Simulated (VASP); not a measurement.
Wanted: the native input for a VASP 6.6.1 run.

```
Task                   : single point
Functional             : PBE
Potentials or basis    : VASP PAW PBE potentials, release 64 (Lu, Sc_sv, F)
Cutoff                 : 520 eV
k mesh                 : 4 × 4 × 4
Occupations            : gaussian, width 0.1 eV
Spin                   : no spin polarisation
Dipole correction      : no
Further INCAR settings : ALGO = Normal; EDIFF = 1e-06; NBANDS = 40
```

The structure of LuSc3F lies in POSCAR:

```
LuSc3F
1.0
    4.7142412554      0.0000000000      0.0000000000
    0.0000000000      4.7142412554      0.0000000000
    0.0000000000      0.0000000000      4.7142412554
Lu Sc F
1 3 1
Direct
    0.5000000000      0.5000000000      0.5000000000
    0.5000000000      0.0000000000      0.0000000000
    0.0000000000      0.5000000000      0.0000000000
    0.0000000000      0.0000000000      0.5000000000
    0.0000000000      0.0000000000      0.0000000000
```

The cell was generated, and may not be a known phase.

These files were run (other wordings do the same):

INCAR

```
PREC = Accurate ; ENCUT = 520
EDIFF = 1E-6 ; ISMEAR = 0
SIGMA = 0.1 ; LREAL = False
LASPH = True ; NELM = 100
ALGO = Normal ; ISIF = 2
LWAVE = False ; LCHARG = False
GGA = PE ; NBANDS = 40
```

KPOINTS

```
Automatic mesh
0
Gamma
  4 4 4
```

Potentials or basis: VASP PAW PBE potentials, release 64 (Lu, Sc_sv, F).

Command:

```console
$ cat potpaw_PBE.64/Lu/POTCAR potpaw_PBE.64/Sc_sv/POTCAR potpaw_PBE.64/F/POTCAR > POTCAR
$ mpirun -np 1 vasp_std > vasp.out
```

It gave:

| Quantity | Value |
| --- | --- |
| Pressure | 0.2 GPa |
| Band gap on the k mesh | zero (an odd number of electrons rules out a gap without spin polarisation) |

Caveat: spin-orbit coupling is left out, which moves the levels of the heavy elements.

Wall time 40 s on 1 thread of Oxide Virtual Turin-like Processor, on a shared host, peak memory 0.19 GiB.
